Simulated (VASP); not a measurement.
# SiO2 (I4_1/amd) in VASP: a series of runs

Aim: see how the results for SiO2 move with the level of theory and the settings. Levels: r2SCAN, PBE. Tasks: single point.

All numbers are computed with VASP 6.6.1; they aren't measurements. Logs are shortened: lines on timing, memory, paths and dates and some standing lists are left out, and cuts for length are marked.

## 1. The cell of the first run

Symmetry: I4_1/amd, No. 141, tetragonal system. The conventional cell has a = 3.455 Å, b = 3.455 Å, c = 8.321 Å, α = 90.00°, β = 90.00°, γ = 90.00°. Within 2.3 Å of Si (site symmetry -4m2) lie 6 O at 1.74 to 1.76 Å. O (site symmetry 2mm) has 3 Si at 1.74 to 1.76 Å and 2 O at 2.22 Å within 2.3 Å.

## 2. Single point, r2SCAN (8.28 Å³/atom)

POSCAR

```
SiO2
1.0
   -1.7272593626      1.7272593626      4.1606261870
    1.7272593626     -1.7272593626      4.1606261870
    1.7272593626      1.7272593626     -4.1606261870
Si O
2 4
Direct
    0.7500000000      0.2500000000      0.5000000000
    0.0000000000      0.0000000000      0.0000000000
    0.5409502156      0.0409502156      0.5000000000
    0.7909502156      0.7909502156      0.0000000000
    0.2090497844      0.2090497844      0.0000000000
    0.9590497844      0.4590497844      0.5000000000
```

INCAR.step1

```
SYSTEM = SiO2
  ALGO = Normal
  EDIFF = 1E-4
  ENCUT = 520
  GGA = PE
  ISMEAR = 0
  LASPH = .True.
  LCHARG = .False.
  LREAL = .False.
  LWAVE = .True.
  NBANDS = 25
  NELM = 80
  PREC = Accurate
  SIGMA = 0.01
```

INCAR.step2

```
SYSTEM = SiO2
  ALGO = Normal
  EDIFF = 1E-6
  ENCUT = 520
  ISIF = 2
  ISMEAR = 0
  ISTART = 1
  LASPH = .True.
  LCHARG = .True.
  LELF = .True.
  LMIXTAU = .True.
  LREAL = .False.
  LVHAR = .True.
  LWAVE = .False.
  METAGGA = R2SCAN
  NBANDS = 25
  NELM = 80
  PREC = Accurate
  SIGMA = 0.01
```

KPOINTS

```
k-points
0
Gamma
  8 8 8
  0 0 0
```

Potentials or basis: VASP PAW PBE potentials, release 64 (Si, O).

Run with:

```bash
cat potpaw_PBE.64/Si/POTCAR potpaw_PBE.64/O/POTCAR > POTCAR
cp INCAR.step1 INCAR
mpirun -np 1 vasp_std > vasp.out
cp INCAR.step2 INCAR
mpirun -np 1 vasp_std > vasp.out
```

OUTCAR:

```text
SYSTEM = SiO2
   EDIFF = 1E-6
   ENCUT = 520
   ISIF = 2
   ISMEAR = 0
   ISTART = 1
   LASPH = .True.
   LREAL = .False.
   METAGGA = R2SCAN
   NELM = 80
   PREC = Accurate

 ion  position               nearest neighbor table
   1  0.750  0.250  0.500-   3 1.74   6 1.74   5 1.76   4 1.76   4 1.76   5 1.76   2 2.70   2 2.70
                             2 2.70   2 2.70
   2  0.000  0.000  0.000-   4 1.74   5 1.74   3 1.76   6 1.76   3 1.76   6 1.76   1 2.70   1 2.70
                             1 2.70   1 2.70
   3  0.541  0.041  0.500-   1 1.74   2 1.76   2 1.76
   4  0.791  0.791  0.000-   2 1.74   1 1.76   1 1.76
   5  0.209  0.209  0.000-   2 1.74   1 1.76   1 1.76
   6  0.959  0.459  0.500-   1 1.74   2 1.76   2 1.76

  LATTYP: Found a body centered tetragonal cell.
 ALAT       =     3.4545187252
 C/A-ratio  =     2.4088022199

  Lattice vectors:

 A1 = (  -1.7272593626,   1.7272593626,   4.1606261870)
 A2 = (   1.7272593626,  -1.7272593626,   4.1606261870)
 A3 = (   1.7272593626,   1.7272593626,  -4.1606261870)

Analysis of symmetry for initial positions (statically):
=====================================================================
 Subroutine PRICEL returns:
 Original cell was already a primitive cell.

 Routine SETGRP: Setting up the symmetry group for a
 body centered tetragonal supercell.

 Subroutine GETGRP returns: Found 16 space group operations
 (whereof  8 operations were pure point group operations)
 out of a pool of 16 trial point group operations.

The static configuration has the point symmetry D_2d.
 The point group associated with its full space group is D_4h.

Analysis of symmetry for dynamics (positions and initial velocities):
=====================================================================
 Subroutine PRICEL returns:
 Original cell was already a primitive cell.

 Routine SETGRP: Setting up the symmetry group for a
 body centered tetragonal supercell.

 Subroutine GETGRP returns: Found 16 space group operations
 (whereof  8 operations were pure point group operations)
 out of a pool of 16 trial point group operations.

The dynamic configuration has the point symmetry D_2d.
 The point group associated with its full space group is D_4h.

 Subroutine INISYM returns: Found 16 space group operations
 (whereof  8 operations are pure point group operations),
 and found     1 'primitive' translations

----------------------------------------------------------------------------------------

                                     Primitive cell

  volume of cell :      49.6517

  direct lattice vectors                    reciprocal lattice vectors
    -1.727259363  1.727259363  4.160626187     0.000000000  0.289475924  0.120174218
     1.727259363 -1.727259363  4.160626187     0.289475924  0.000000000  0.120174218
     1.727259363  1.727259363 -4.160626187     0.289475924  0.289475924  0.000000000

  length of vectors
     4.824692745  4.824692745  4.824692745     0.313429663  0.313429663  0.409380778

  position of ions in fractional coordinates (direct lattice)
     0.750000000  0.250000000  0.500000000
     0.000000000  0.000000000  0.000000000
     0.540950216  0.040950216  0.500000000
     0.790950216  0.790950216  0.000000000
     0.209049784  0.209049784  0.000000000
     0.959049784  0.459049784  0.500000000

  ion indices of the primitive-cell ions
   primitive index   ion index
                 1           1
                 2           2
                 3           3
                 4           4
                 5           5
                 6           6

----------------------------------------------------------------------------------------

 KPOINTS: k-points

Automatic generation of k-mesh.
 Grid dimensions read from file:
 generate k-points for:    8    8    8

 Generating k-lattice:

  Cartesian coordinates                     Fractional coordinates (reciprocal lattice)
     0.000000000  0.036184491  0.015021777     0.125000000  0.000000000  0.000000000
     0.036184491  0.000000000  0.015021777     0.000000000  0.125000000  0.000000000
     0.036184491  0.036184491  0.000000000     0.000000000  0.000000000  0.125000000

  Length of vectors
     0.039178708  0.039178708  0.051172597

  Shift w.r.t. Gamma in fractional coordinates (k-lattice)
     0.000000000  0.000000000  0.000000000

 Subroutine IBZKPT returns following result:
 ===========================================

 Found     59 irreducible k-points:

 Following reciprocal coordinates:
            Coordinates               Weight
  0.000000  0.000000  0.000000      1.000000
  0.125000 -0.000000  0.000000      8.000000
  0.250000 -0.000000  0.000000      8.000000
  0.375000  0.000000  0.000000      8.000000
  0.500000 -0.000000  0.000000      4.000000
  0.125000  0.125000  0.000000      8.000000
[... 16 lines left out ...]
  0.250000  0.125000  0.125000     16.000000
  0.375000  0.125000  0.125000      8.000000
 [... further k-points ...]
   k-points           NKPTS =     59   k-points in BZ     NKDIM =     59   number of bands    NBANDS=     25
   number of dos      NEDOS =    301   number of ions     NIONS =      6
   total plane-waves  NPLWV =  46656
   dimension x,y,z NGX =    36 NGY =   36 NGZ =   36
   dimension x,y,z NGXF=    72 NGYF=   72 NGZF=   72
   ions per type =               2   4
   NGX,Y,Z   is equivalent  to a cutoff of  12.40, 12.40, 12.40 a.u.
   NGXF,Y,Z  is equivalent  to a cutoff of  24.81, 24.81, 24.81 a.u.
 SYSTEM =  SiO2
   PREC   = accura    normal or accurate (medium, high low for compatibility)
   ISTART =      1    job   : 0-new  1-cont  2-samecut
   ICHARG =      0    charge: 1-file 2-atom 10-const
   ISPIN  =      1    spin polarized calculation?
   LNONCOLLINEAR =      F non collinear calculations
   LSORBIT =      F    spin-orbit coupling
   LASPH  =      T    aspherical Exc in radial PAW
   ENCUT  =  520.0 eV  38.22 Ry    6.18 a.u.   8.97  8.97  8.97*2*pi/ulx,y,z
   NELM   =     80;   NELMIN=  2; NELMDL=  0     # of ELM steps
   EDIFF  = 0.1E-05   stopping-criterion for ELM
   LREAL  =      F    real-space projection
   EDIFFG = 0.1E-04   stopping-criterion for IOM
   NSW    =      0    number of steps for IOM
   IBRION =     -1    ionic relax: 0-MD 1-quasi-New 2-CG
   NFREE  =      0    steps in history (QN), initial steepest desc. (CG)
   ISIF   =      2    stress and relaxation
   ISYM   =      2    0-nonsym 1-usesym 2-fastsym
   POTIM  = 0.5000    time-step for ionic-motion
   TEBEG  =    0.0;   TEEND  =   0.0 temperature during run
   PSTRESS=    0.0 pullay stress
   NELECT =      32.0000    total number of electrons
   NUPDOWN=      -1.0000    fix difference up-down
   EMIN   =  10.00;   EMAX   =-10.00  energy-range for DOS
   EFERMI =   0.00;   METHOD = LEGACY
   ISMEAR =     0;   SIGMA  =   0.01  broadening in eV -4-tet -1-fermi 0-gaus
   EFERMI_NEDOS =   21; number of points for ismear=-14 and -15
   IALGO  =     38    algorithm
   IMIX   =      4    mixing-type and parameters
     AMIX     =   0.40;   BMIX     =  1.00
     AMIX_MAG =   1.60;   BMIX_MAG =  1.00
  volume/ion in A,a.u.               =       8.28        55.84
  Fermi-wavevector in a.u.,A,eV,Ry     =   1.414100  2.672262 27.207295  1.999680
  Thomas-Fermi vector in A             =   2.535677
   LORBIT       =      0    0 simple, 1 ext, 2 COOP (PROOUT), +10 PAW based schemes
   METAGGA = R2SCAN    functional components
   LHFCALC =     F    Hartree Fock is set to
   AEXX    =    0.0000 exact exchange contribution
   IVDW    =     0    specifies the selected vdW correction
   LEPSILON=     F    determine dielectric tensor
   LRPA    =     F    only Hartree local field effects (RPA)
 non-spin polarized calculation
 Gauss-broadening in eV      SIGMA  =   0.01
  energy-cutoff  :      520.00
  volume of cell :       49.65
 maximum number of plane-waves:      1352
   NGX = 17   NGY = 17   NGZ = 17

 number of electron      32.0000008 magnetization

 Free energy of the ion-electron system (eV)
  ---------------------------------------------------
  ext. energy  EPLUGINS =         0.00000000
  ---------------------------------------------------
  free energy    TOTEN  =       -58.29822070 eV

  energy without entropy =      -58.29822070  energy(sigma->0) =      -58.29822070

 E-fermi :   6.1898     XC(G=0): -12.3338

 val. band max:        6.0522361489   @ k =   0.2500   0.2500   0.2500
 cond. band min:      13.8185203653   @ k =   0.0000   0.0000   0.0000
 fundamental gap:      7.7662842164
 Fermi energy:         6.1897528875

 k-point     1 :       0.0000    0.0000    0.0000
  band No.  band energies     occupation
      1     -16.8348      2.00000
      2     -13.7018      2.00000
      3     -12.6070      2.00000
      4     -11.7404      2.00000
      5      -1.9272      2.00000
      6      -1.9272      2.00000
[... 17 lines left out ...]
     24      21.4520      0.00000
     25      21.5527      0.00000

 k-point     2 :       0.1250   -0.0000    0.0000
  band No.  band energies     occupation
      1     -16.7033      2.00000
      2     -13.7877      2.00000
      3     -12.5577      2.00000
      4     -11.8852      2.00000
      5      -2.3580      2.00000
      6      -1.9212      2.00000
[... 17 lines left out ...]
     24      21.4784      0.00000
     25      21.4834      0.00000

 k-point     3 :       0.2500   -0.0000    0.0000
  band No.  band energies     occupation
      1     -16.3329      2.00000
      2     -13.9508      2.00000
      3     -12.6624      2.00000
      4     -12.1322      2.00000
      5      -2.7092      2.00000
      6      -1.8943      2.00000
[... 552 lines left out ...]
 k-point    23 :       0.2500    0.1250    0.1250
  band No.  band energies     occupation
      1     -15.3857      2.00000
      2     -13.9923      2.00000
      3     -13.2011      2.00000
      4     -12.6014      2.00000
      5      -4.0490      2.00000
      6      -1.9589      2.00000
[... 17 lines left out ...]
     24      21.6265      0.00000
     25      21.9777      0.00000

 k-point    24 :       0.3750    0.1250    0.1250
  band No.  band energies     occupation
      1     -15.0648      2.00000
      2     -13.9438      2.00000
      3     -13.6280      2.00000
      4     -12.5925      2.00000
      5      -3.9805      2.00000
      6      -2.1568      2.00000
[... 17 lines left out ...]
     24      21.7987      0.00000
     25      21.8811      0.00000

 [... further k-points ...]

------------------------ aborting loop because EDIFF is reached ----------------------------------------

  FORCE on cell =-STRESS in cart. coord.  units (eV):
  Direction    XX          YY          ZZ          XY          YZ          ZX
  --------------------------------------------------------------------------------------
  -------------------------------------------------------------------------------------
  Total        2.9188377      2.9188377      3.7300490      0.0000000     -0.0000000      0.0000000
  in kB       94.1860809     94.1860809    120.3625323      0.0000000     -0.0000000      0.0000000
  external PRESSURE =     102.9115647 kB  Pullay stress =       0.0000000 kB

 VOLUME and BASIS-vectors are now :
 -----------------------------------------------------------------------------
  energy-cutoff  :      520.00
  volume of cell :       49.65
      direct lattice vectors                 reciprocal lattice vectors
    -1.727259363  1.727259363  4.160626187     0.000000000  0.289475924  0.120174218
     1.727259363 -1.727259363  4.160626187     0.289475924  0.000000000  0.120174218
     1.727259363  1.727259363 -4.160626187     0.289475924  0.289475924  0.000000000

 POSITION                                       TOTAL-FORCE (eV/Angst)
 -----------------------------------------------------------------------------------
      0.00000      1.72726      2.08031         0.000000      0.000000     -0.000000
      0.00000      0.00000      0.00000         0.000000      0.000000     -0.000000
      0.00000      1.72726      0.34076        -0.000000      0.000000     -0.328029
      0.00000      0.00000      6.58170         0.000000     -0.000000     -0.328029
      0.00000      0.00000      1.73956         0.000000     -0.000000      0.328029
      0.00000      1.72726      3.81987        -0.000000      0.000000      0.328029
 -----------------------------------------------------------------------------------
    total drift:                               -0.000000      0.000000     -0.000000

  FREE ENERGIE OF THE ION-ELECTRON SYSTEM (eV)
  ---------------------------------------------------
  free  energy   TOTEN  =       -58.2982207025 eV

  energy  without entropy=      -58.2982207025  energy(sigma->0) =      -58.29822070
```

It took 7.4 min on 1 thread of Intel Xeon 8259CL, shared host; peak memory 0.24 GiB.

What came out:

```
Free energy            : -58.2982 eV
Pressure               : 10.3 GPa
Largest force          : 0.328 eV/Å
Band gap on the k mesh : 7.77 eV (least direct gap 8.55 eV)
```

Forces in eV/Å, atoms in the order of the input:
```
Si   0.000  0.000  0.000
Si   0.000  0.000  0.000
O    0.000  0.000 -0.328
O    0.000  0.000 -0.328
O    0.000  0.000  0.328
O    0.000  0.000  0.328
```

Stress tensor (GPa, compression positive):
```
 9.42  0.00  0.00
 0.00  9.42  0.00
 0.00  0.00 12.04
```

Levels at points of the mesh, in eV from the valence-band top:
| k point | band 12 | band 13 | band 14 | band 15 | band 16 | band 17 | band 18 | band 19 | band 20 | band 21 |
| --- | --- | --- | --- | --- | --- | --- | --- | --- | --- | --- |
| (0.00, 0.00, 0.00) | -1.46 | -0.89 | -0.89 | -0.79 | -0.79 | 7.77 | 10.17 | 12.23 | 13.08 | 13.68 |
| (0.50, 0.00, 0.00) | -2.44 | -2.09 | -2.04 | -1.42 | -1.34 | 10.27 | 10.78 | 12.50 | 12.93 | 13.20 |
| (0.50, 0.50, 0.00) | -2.41 | -2.19 | -2.19 | -0.07 | -0.07 | 11.15 | 11.15 | 12.67 | 12.67 | 13.00 |
| (0.50, 0.50, 0.50) | -4.15 | -2.25 | -2.25 | -0.54 | -0.54 | 8.81 | 8.81 | 11.52 | 11.52 | 13.18 |

Caveat: the cell stands under pressure; the PAW data sets were made with another functional, which shifts forces and pressure a little. A k mesh can miss the band edges.

## 3. Single point, r2SCAN

This run uses another cell than the first one, of 8.53 Å³/atom.

POSCAR: that of step 2 with these lines changed.

```diff
@@ -2,5 +2,5 @@
 1.0
-   -1.7272593626      1.7272593626      4.1606261870
-    1.7272593626     -1.7272593626      4.1606261870
-    1.7272593626      1.7272593626     -4.1606261870
+   -1.7448856755      1.7448856755      4.2030844887
+    1.7448856755     -1.7448856755      4.2030844887
+    1.7448856755      1.7448856755     -4.2030844887
 Si O
```

INCAR.step1

```
PREC = Accurate
ENCUT = 520
ISMEAR = 0
SIGMA = 0.01
LREAL = F
LASPH = T
NELM = 100
NBANDS = 25
GGA = PE
ALGO = Normal
EDIFF = 1E-4
LWAVE = T
LCHARG = F
```

INCAR.step2

```
PREC = Accurate
ENCUT = 520
EDIFF = 1E-6
ISMEAR = 0
SIGMA = 0.01
LREAL = F
LASPH = T
NELM = 100
ALGO = Normal
ISIF = 2
LWAVE = F
LCHARG = F
METAGGA = R2SCAN
LMIXTAU = T
NBANDS = 25
ISTART = 1
```

KPOINTS

```
Automatic mesh
0
Gamma
  8 8 8
```

Potentials or basis: VASP PAW PBE potentials, release 64 (Si, O).

Run with:

```bash
cat potpaw_PBE.64/Si/POTCAR potpaw_PBE.64/O/POTCAR > POTCAR
cp INCAR.step1 INCAR
mpirun -np 1 vasp_std > vasp.out
cp INCAR.step2 INCAR
mpirun -np 1 vasp_std > vasp.out
```

It took 7.7 min on 1 thread of Intel Xeon 8259CL, shared host; peak memory 0.24 GiB.

The run converged. Its results:

```yaml
Free_energy: -58.3519 eV
Pressure: 0.4 GPa
Largest_force: 0.010 eV/Å
Band_gap_on_the_k_mesh: 7.23 eV (least direct gap 7.98 eV)
```

Forces in eV/Å, atoms in the order of the input:
```
Si   0.000  0.000  0.000
Si   0.000  0.000  0.000
O    0.000  0.000 -0.010
O    0.000  0.000 -0.010
O    0.000  0.000  0.010
O    0.000  0.000  0.010
```

Stress tensor (GPa, compression positive):
```
0.15 0.00 0.00
0.00 0.15 0.00
0.00 0.00 0.95
```

Levels at points of the mesh, in eV from the valence-band top:
```tsv
k point	band 12	band 13	band 14	band 15	band 16	band 17	band 18	band 19	band 20	band 21
(0.00, 0.00, 0.00)	-1.45	-0.88	-0.88	-0.75	-0.75	7.23	9.69	12.03	13.02	13.31
(0.50, 0.00, 0.00)	-2.38	-2.00	-1.95	-1.36	-1.31	9.93	10.25	12.20	12.57	13.03
(0.50, 0.50, 0.00)	-2.36	-2.13	-2.13	-0.07	-0.07	10.86	10.86	12.27	12.27	12.56
(0.50, 0.50, 0.50)	-4.08	-2.16	-2.16	-0.51	-0.51	8.42	8.42	11.24	11.24	13.04
```

Caveat: the PAW data sets were made with another functional, which shifts forces and pressure a little. A k mesh can miss the band edges.

## 4. Single point, r2SCAN (8.79 Å³/atom)

This run uses another cell than the first one, of 8.79 Å³/atom.

POSCAR: that of step 3 with these lines changed.

```diff
@@ -2,5 +2,5 @@
 1.0
-   -1.7448856755      1.7448856755      4.2030844887
-    1.7448856755     -1.7448856755      4.2030844887
-    1.7448856755      1.7448856755     -4.2030844887
+   -1.7621628949      1.7621628949      4.2447018932
+    1.7621628949     -1.7621628949      4.2447018932
+    1.7621628949      1.7621628949     -4.2447018932
 Si O
```

INCAR.step1

```
SYSTEM = SiO2
ALGO     = Normal         ! electronic algorithm
EDIFF    = 1E-4           ! SCF threshold, eV
ENCUT    = 520            ! plane-wave cutoff, eV
GGA      = PE             ! functional
ISMEAR   = 0              ! smearing method
LASPH    = .TRUE.         ! aspherical terms in the spheres
LCHARG   = .FALSE.        ! write CHGCAR
LREAL    = .FALSE.        ! projectors in reciprocal space
LWAVE    = .TRUE.         ! write WAVECAR
NBANDS   = 25             ! bands
NELM     = 80             ! most SCF steps
PREC     = Accurate       ! precision mode
SIGMA    = 0.01           ! smearing width, eV
```

INCAR.step2

```
SYSTEM = SiO2
ALGO     = Normal         ! electronic algorithm
EDIFF    = 1E-6           ! SCF threshold, eV
ENCUT    = 520            ! plane-wave cutoff, eV
ISIF     = 2              ! what is computed and relaxed
ISMEAR   = 0              ! smearing method
ISTART   = 1            
LASPH    = .TRUE.         ! aspherical terms in the spheres
LCHARG   = .TRUE.         ! write CHGCAR
LELF     = .TRUE.         ! ELF
LMIXTAU  = .TRUE.       
LREAL    = .FALSE.        ! projectors in reciprocal space
LVHAR    = .TRUE.       
LWAVE    = .FALSE.        ! write WAVECAR
METAGGA  = R2SCAN         ! meta-GGA
NBANDS   = 25             ! bands
NELM     = 80             ! most SCF steps
PREC     = Accurate       ! precision mode
SIGMA    = 0.01           ! smearing width, eV
```

KPOINTS

```
k-points
0
G
  8 8 8
  0 0 0
```

Run with:

```bash
cat potpaw_PBE.64/Si/POTCAR potpaw_PBE.64/O/POTCAR > POTCAR
cp INCAR.step1 INCAR
mpirun -np 1 vasp_std > vasp.out
cp INCAR.step2 INCAR
mpirun -np 1 vasp_std > vasp.out
```

Run time: 11 min. Hardware: 1 thread of Intel Xeon 8259CL, shared host; peak memory 0.28 GiB.

The run converged. Its results:

* Free energy: -58.3174 eV
* Pressure: -8.1 GPa
* Largest force: 0.276 eV/Å
* Band gap on the k mesh: 6.71 eV (least direct gap 7.43 eV)

Forces in eV/Å, atoms in the order of the input:
```
Si   0.000  0.000  0.000
Si   0.000  0.000  0.000
O    0.000  0.000  0.276
O    0.000  0.000  0.276
O    0.000  0.000 -0.276
O    0.000  0.000 -0.276
```

Stress tensor (GPa, compression positive):
```
-7.77  0.00  0.00
 0.00 -7.77  0.00
 0.00  0.00 -8.61
```

Levels at points of the mesh, in eV from the valence-band top:
| k point | band 14 | band 15 | band 16 | band 17 | band 18 | band 19 |
| --- | --- | --- | --- | --- | --- | --- |
| (0.00, 0.00, 0.00) | -0.86 | -0.71 | -0.71 | 6.71 | 9.24 | 11.86 |
| (0.50, 0.00, 0.00) | -1.87 | -1.30 | -1.28 | 9.60 | 9.75 | 11.90 |
| (0.50, 0.50, 0.00) | -2.07 | -0.07 | -0.07 | 10.57 | 10.57 | 11.89 |
| (0.50, 0.50, 0.50) | -2.07 | -0.49 | -0.49 | 8.03 | 8.03 | 10.99 |

Caveat: the cell stands under tension; the PAW data sets were made with another functional, which shifts forces and pressure a little. A k mesh can miss the band edges.

(Continued in part 2 of 2.)
